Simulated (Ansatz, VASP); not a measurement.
**One calculation of WS2, two programs**

```xyz
6
Lattice="3.1268 0.0000 0.0000 -1.5634 2.7079 0.0000 0.0000 0.0000 12.1627" Properties=species:S:1:pos:R:3 pbc="T T T"
W     0.0000    1.8053    3.0407
W     1.5634    0.9026    9.1220
S     0.0000    1.8053    7.5600
S     1.5634    0.9026    1.4787
S     0.0000    1.8053   10.6840
S     1.5634    0.9026    4.6027
```

Alike in both runs: functional LDA; k mesh 12 × 12 × 2; occupations gaussian, width 0.02 eV; no spin polarisation.

Ansatz relaxed the structure, and its values are those at the end. VASP's run is a single point on that final structure, the one shown.

```csv
,VASP,Ansatz
version,VASP 6.6.1,Ansatz 0.2.0
potentials or method,"VASP PAW LDA potentials, release 64 (W_sv, S), cutoff 500 eV","scalar-relativistic, plane waves, PAW"
valence electrons in the cell,52,52
```

Ansatz gave:

| Quantity | Value |
| --- | --- |
| gap on the k mesh at the Fermi level (eV) | 0.84 |
| least direct gap on the mesh (eV) | 1.88 |
| pressure (GPa) | 0.0 |
| rms of the force components (eV/Å) | 0.001 |

Question: What did VASP give for the same quantities?

Answer: gap on the k mesh at the Fermi level (eV): 0.85; least direct gap on the mesh (eV): 1.89; pressure (GPa): 0.4; rms of the force components (eV/Å): 0.023.

LDA's correlation is that of Perdew and Zunger in VASP and of Perdew and Wang (1992) in Ansatz.

Spin-orbit coupling is off throughout.
